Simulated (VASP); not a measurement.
Pt: single point with BLYP

Crystal: Pt.

```xyz
2
Lattice="0.0000 2.9062 2.9062 2.9062 0.0000 2.9062 2.9062 2.9062 0.0000" Properties=species:S:1:pos:R:3 pbc="T T T"
Pt    0.7265    0.7265    0.7265
Pt    5.0858    5.0858    5.0858
```

This cell differs from its parent crystal: volume scaled by 0.96.

| Quantity | Value |
| --- | --- |
| Program | VASP 6.6.1 |
| Task | single point |
| Functional | BLYP |
| Potentials or basis | VASP PAW PBE potentials, release 64 (Pt) |
| Cutoff | 520 eV |
| k mesh | 10 × 10 × 10 |
| Occupations | fermi-dirac, width 0.1 eV |
| Spin | no spin polarisation |
| Dipole correction | no |
| Further INCAR settings | ALGO = Normal; EDIFF = 1e-06; NBANDS = 17 |

```
Pressure               : 4.8 GPa
Band gap on the k mesh : zero (band 10 reaches 5.47 eV, above the bottom of band 11 at 4.90 eV)
```

Levels at points of the mesh, in eV from the Fermi level:
```
           k point  band 6  band 7  band 8  band 9  band 10  band 11  band 12  band 13  band 14  band 15
(0.00, 0.00, 0.00)   -4.15   -1.79   -1.79   -1.79    -0.09    -0.09    10.37    10.85    11.43    11.43
(0.50, 0.00, 0.00)   -3.99   -1.31   -1.31   -1.10    -0.40    -0.40     0.71     7.88     7.88    10.22
(0.50, 0.50, 0.00)   -3.21   -2.37   -2.37   -0.16    -0.16     1.28     1.28     3.98     3.98     9.47
```

It took 19 s on 1 thread of Intel(R) Xeon(R) 6975P-C (Granite Rapids), on a shared host, peak memory 0.19 GiB.

Caveat: the PAW data sets were made with another functional, which shifts forces and pressure a little; spin-orbit coupling is left out, which moves the levels of the heavy elements.
